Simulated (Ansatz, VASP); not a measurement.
Given: the input of a run of Ansatz 0.2.0 on Pb.

File input.yaml:

```yaml
crystal:
  lattice:
    - [0.0, 2.458408627, 2.458408627]
    - [2.458408627, 0.0, 2.458408627]
    - [2.458408627, 2.458408627, 0.0]
  atoms:
    - { symbol: Pb, position: [0.0, 0.0, 0.0] }
hamiltonian:
  xc: pbesol
  pseudopotentials: { kind: paw }
  dispersion: d3bj
kpoints:
  mp_grid: { grid: [9, 9, 9] }
scf:
  occupations: { method: fermi_dirac, width: 0.05 }
output:
  forces: true
  stress: true
  eigenvalues: true
```

Potentials or basis: Ansatz PAW.

Command:

```sh
$ ansatz run input.yaml --threads 2 --pin off --max-ram 5120MiB --backend cpu --events-out ev --progress --plain --runs-dir out
```

Task: Translate it to VASP 6.6.1. Potentials there: VASP PAW PBE potentials, release 64 (Pb_d).

Result: As run (the cutoff follows the program's own potentials):

The input INCAR:

```
PREC = Accurate ; ENCUT = 520
EDIFF = 1E-6 ; ISMEAR = -1
SIGMA = 0.05 ; LREAL = F
LASPH = T ; NELM = 60
ALGO = Normal ; ISIF = 2
LWAVE = F ; LCHARG = T
GGA = PS ; IVDW = 12
LELF = T ; LVHAR = T
NBANDS = 13
```

The input KPOINTS:

```
regular mesh
0
Gamma
  9 9 9
```

The input POSCAR:

```
Pb
1.0
    0.0000000000      2.4584086270      2.4584086270
    2.4584086270      0.0000000000      2.4584086270
    2.4584086270      2.4584086270      0.0000000000
Pb
1
Direct
    0.0000000000      0.0000000000      0.0000000000
```

Potentials or basis: VASP PAW PBE potentials, release 64 (Pb_d).

Launch:

```bash
$ cat potpaw_PBE.64/Pb_d/POTCAR > POTCAR
$ mpirun -np 1 vasp_std > vasp.out
```

Both were run:

|  | VASP | Ansatz | Ansatz less VASP |
| --- | --- | --- | --- |
| gap on the k mesh at the Fermi level (eV) | none | none | - |
| pressure (GPa) | -2.3 | -2.2 | +0.09 |

VASP's potentials were made for PBE, not for PBEsol. A gap of «none» marks a metal or a gap that the smearing closes.

Spin-orbit coupling is off throughout.
